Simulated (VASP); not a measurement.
Set up this calculation in VASP 6.6.1, as the native input.

```yaml
Task: single point
Functional: PBE
Potentials_or_basis: VASP PAW PBE potentials, release 64 (In_d)
Cutoff: 520 eV
k_mesh: 11 × 11 × 11
Occupations: gaussian, width 0.016 eV
Spin: no spin polarisation
Dipole_correction: no
Further_INCAR_settings: ALGO = Normal; EDIFF = 1e-07; NBANDS = 12
```

The structure of In lies in POSCAR:

```
In
1.0
   -1.6254700000      1.6254700000      2.4737000000
    1.6254700000     -1.6254700000      2.4737000000
    1.6254700000      1.6254700000     -2.4737000000
In
1
Direct
    0.0000000000      0.0000000000      0.0000000000
```

One way to write it, as run:

INCAR

```
SYSTEM = In
PREC = Accurate ; ENCUT = 520
EDIFF = 1E-7 ; ISMEAR = 0
SIGMA = 0.016 ; LREAL = .FALSE.
LASPH = .TRUE. ; NELM = 80
ALGO = Normal ; ISIF = 2
LWAVE = .FALSE. ; LCHARG = .FALSE.
GGA = PE ; NBANDS = 12
```

KPOINTS

```
regular mesh
0
G
  11 11 11
  0 0 0
```

Potentials or basis: VASP PAW PBE potentials, release 64 (In_d).

Command:

```sh
$ cat potpaw_PBE.64/In_d/POTCAR > POTCAR
$ mpirun -np 1 vasp_std > vasp.out
```

It gave:

```json
{"Pressure": "2.0 GPa"}
```

It took 39 s on 1 thread of Intel(R) Xeon(R) Platinum 8259CL CPU @ 2.50GHz (Skylake/Cascade Lake), with other jobs on the host, peak memory 0.18 GiB.
